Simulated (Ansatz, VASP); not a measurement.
**One calculation of Lu, two programs**

Contents of INCAR:

```
SYSTEM = Lu
PREC = Accurate ; ENCUT = 520
EDIFF = 1E-6 ; ISMEAR = -1
SIGMA = 0.05 ; LREAL = .FALSE.
LASPH = .TRUE. ; NELM = 60
ALGO = Normal ; ISIF = 2
LWAVE = .FALSE. ; LCHARG = .FALSE.
GGA = CA ; NBANDS = 32
```

File KPOINTS:

```
Automatic mesh
0
G
  12 12 12
  0 0 0
```

POSCAR

```
Lu
1.0
    0.0000000000      3.1854025839      3.1854025839
    3.1854025839      0.0000000000      3.1854025839
    3.1854025839      3.1854025839      0.0000000000
Lu
2
Direct
   -0.1250000000     -0.1250000000     -0.1250000000
    0.1250000000      0.1250000000      0.1250000000
```

Input for Ansatz:

```yaml
crystal:
  lattice:
    - [0.0, 3.1854025839, 3.1854025839]
    - [3.1854025839, 0.0, 3.1854025839]
    - [3.1854025839, 3.1854025839, 0.0]
  atoms:
    - { symbol: Lu, position: [-0.125, -0.125, -0.125] }
    - { symbol: Lu, position: [0.125, 0.125, 0.125] }
kpoints:
  mp_grid: { grid: [12, 12, 12] }
scf:
  occupations: { method: fermi_dirac, width: 0.05 }
hamiltonian:
  xc: lda
  pseudopotentials: { kind: all_electron, lapw: { basis_error: 0.001 } }
output:
  forces: true
  stress: true
  eigenvalues: true
  populations: true
```

Change from the starting cell: volume scaled by 0.8, LAPW.

Alike in both runs: task single point; functional LDA; k mesh 12 × 12 × 12; occupations fermi-dirac, width 0.05 eV; no spin polarisation.

```csv
,VASP,Ansatz
version,VASP 6.6.1,Ansatz 0.2.0
potentials or method,"VASP PAW PBE potentials, release 64 (Lu), cutoff 520 eV","all-electron LAPW, scalar-relativistic"
```

Ansatz gave:

```
pressure (GPa) : 2.2
```

Which values does VASP return?

Pressure (GPa): 2.3.

VASP's potentials were made for PBE, not for LDA. LDA's correlation is that of Perdew and Zunger in VASP and of Perdew and Wang (1992) in Ansatz. Ansatz ran all-electron here, and VASP with PAW potentials.

Spin-orbit coupling is off throughout.
